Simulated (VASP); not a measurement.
A run of VASP 6.6.1 is set up as follows.

The input POSCAR:

```
HfS2
1.0
    3.7755077968      0.0000000000      0.0000000000
   -1.8877538984      3.2696856642      0.0000000000
    0.0000000000      0.0000000000      5.7607909876
Hf S
1 2
Direct
    0.0000000000      0.0000000000      0.0000000000
    0.3333333333      0.6666666667      0.2379776162
    0.6666666667      0.3333333333      0.7620223838
```

File INCAR.step1:

```
SYSTEM = HfS2
ALGO = Normal
EDIFF = 1E-5
ENCUT = 400
GGA = PE
GGA_COMPAT = .FALSE.
ISIF = 2
ISMEAR = 0
LASPH = .TRUE.
LREAL = .FALSE.
LWAVE = .TRUE.
NBANDS = 18
NELM = 120
PREC = Accurate
SIGMA = 0.01
```

The input INCAR.step2:

```
SYSTEM = HfS2
ALGO = Normal
EDIFF = 1E-6
ENCUT = 400
GGA = PE
GGA_COMPAT = .FALSE.
HFSCREEN = 0.2079
ISIF = 2
ISMEAR = 0
ISTART = 1
LASPH = .TRUE.
LCHARG = .TRUE.
LELF = .TRUE.
LHFCALC = .TRUE.
LREAL = .FALSE.
LVHAR = .TRUE.
LWAVE = .FALSE.
NBANDS = 18
NELM = 120
PREC = Accurate
PRECFOCK = Normal
SIGMA = 0.01
```

The input KPOINTS:

```
k-points
0
G
  6 6 4
  0 0 0
```

Potentials or basis: VASP PAW PBE potentials, release 64 (Hf_pv, S).

The run is started by

```console
$ cat potpaw_PBE.64/Hf_pv/POTCAR potpaw_PBE.64/S/POTCAR > POTCAR
$ cp INCAR.step1 INCAR
$ mpirun -np 1 vasp_std > vasp.out
$ cp INCAR.step2 INCAR
$ mpirun -np 1 vasp_std > vasp.out
```

What does it give for the band gap on the k mesh?

2.02 eV (least direct gap 2.56 eV).

Estimate the largest force.

0.192 eV/Å.

Predict the pressure.

-4.1 GPa.

Stress tensor (GPa, compression positive):
```
-6.36  0.00  0.00
 0.00 -6.36  0.00
 0.00  0.00  0.45
```

Caveat: the cell differs from its parent crystal (epitaxial xy strain +4.0%); the stress differs along the axes, from -6 to 0 GPa; the PAW data sets were made with another functional, which shifts forces and pressure a little; spin-orbit coupling is left out, which moves the levels of the heavy elements; this functional lacks dispersion, which binds layers or chains, so the pressure and a relaxed spacing across them are unreliable. A k mesh can miss the band edges.
